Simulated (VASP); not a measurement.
MgB2 (db), 3 atoms in the cell. The structure is hexagonal, space group P6/mmm (No. 191). Conventional cell: a = 3.085 Å, b = 3.085 Å, c = 3.523 Å, α = 90.00°, β = 90.00°, γ = 120.00°. Mg (site symmetry 6/mmm) has 12 B at 2.51 Å and 6 Mg at 3.08 to 3.09 Å within 3.3 Å. Within 2.4 Å of B (site symmetry -6m2) lie 3 B at 1.78 Å. 

- Program: VASP 6.6.1
- Task: vibrations by perturbation theory
- Functional: PBE
- Potentials or basis: VASP PAW PBE potentials, release 64 (Mg, B)
- Cutoff: 520 eV
- k mesh: 15 × 15 × 12
- Occupations: fermi-dirac, width 0.15 eV
- Spin: no spin polarisation
- Dipole correction: no
- Further INCAR settings: ALGO = Normal; EDIFF = 1e-08; NBANDS = 11; IBRION = 8; NSW = 1

Potentials or basis: VASP PAW PBE potentials, release 64 (Mg, B).

Launch:

```console
$ cat potpaw_PBE.64/Mg/POTCAR potpaw_PBE.64/B/POTCAR > POTCAR
$ mpirun -np 1 vasp_std > vasp.out
```

Hardware: 1 thread of Intel(R) Xeon(R) Platinum 8488C (Sapphire Rapids) (shared host).

**Question.** How long does it take, and how much memory?

**Answer.** It took 8.4 min on 1 thread of Intel(R) Xeon(R) Platinum 8488C (Sapphire Rapids), on a shared host, peak memory 0.72 GiB. Counts: scf iterations 54, k points 189.
